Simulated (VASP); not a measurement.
Wanted: the native input for a VASP 6.6.1 run.

```yaml
Task: single point
Functional: LDA
Potentials_or_basis: VASP PAW LDA potentials, release 64 (C, H)
Cutoff: 520 eV
k_mesh: 6 × 4 × 1
Occupations: gaussian, width 0.05 eV
Spin: no spin polarisation
Dipole_correction: yes
Further_INCAR_settings: LREAL = Auto; ALGO = Normal; EDIFF = 1e-07; NBANDS = 68
```

The structure of HC12 lies in POSCAR:

```
HC12
1.0
    4.8892663280      0.0000000000      0.0000000000
   -2.4446331640      6.7739291692      0.0000000000
    0.0000000000      0.0000000000     22.7684096771
C H
24 2
Direct
    0.4020794403      0.3041588806      0.1756820110
    0.4020794403      0.8041588805      0.1756820110
    0.9020794403      0.3041588806      0.1756820110
    0.9020794403      0.8041588805      0.1756820110
    0.1630408159      0.3260816317      0.2059829668
    0.1630408159      0.8260816317      0.2059829668
    0.6630408159      0.3260816317      0.2059829668
    0.6630408159      0.8260816317      0.2059829668
    0.1846395683      0.3692791367      0.2666259491
    0.1846395683      0.8692791367      0.2666259491
    0.6846395683      0.3692791367      0.2666259491
    0.6846395683      0.8692791367      0.2666259491
    0.4461625696      0.3923265051      0.2960492075
    0.4461625696      0.8923265051      0.2960492075
    0.9461625696      0.3923265051      0.2960492075
    0.9461625696      0.8923265051      0.2960492075
    0.4715644646      0.4431294558      0.3591099590
    0.4715644646      0.9431294558      0.3591099590
    0.9715644646      0.4431294558      0.3591099590
    0.9715644646      0.9431294558      0.3591099590
    0.2327030006      0.4654044969      0.3851129614
    0.2327030006      0.9654044969      0.3851129614
    0.7327030006      0.4654044969      0.3851129614
    0.7327030006      0.9654044969      0.3851129614
    0.2327030006      0.9133323862      0.5432267713
    0.2327030006      1.0174766075      0.5432267713
```

One way to write it, as run:

INCAR

```
SYSTEM = HC12
ALGO = Normal
DIPOL = 0.5 0.5 0.302
EDIFF = 1E-7
ENCUT = 520
GGA = CA
IDIPOL = 3
ISIF = 2
ISMEAR = 0
LASPH = .TRUE.
LCHARG = .FALSE.
LDIPOL = .TRUE.
LREAL = Auto
LWAVE = .FALSE.
NBANDS = 68
NELM = 100
PREC = Accurate
SIGMA = 0.05
```

KPOINTS

```
k-points
0
G
  6 4 1
  0 0 0
```

Potentials or basis: VASP PAW LDA potentials, release 64 (C, H).

Launch:

```sh
$ cat potpaw_LDA.64/C/POTCAR potpaw_LDA.64/H/POTCAR > POTCAR
$ mpirun -np 1 vasp_std > vasp.out
```

Results of the run:

```
Largest force          : 3.543 eV/Å
Band gap on the k mesh : zero (band 49 reaches -3.64 eV, above the bottom of band 50 at -3.69 eV)
```

Wall time 23 min on 1 thread of Intel(R) Xeon(R) Platinum 8559C (Emerald Rapids), with other jobs on the host, peak memory 0.8 GiB.
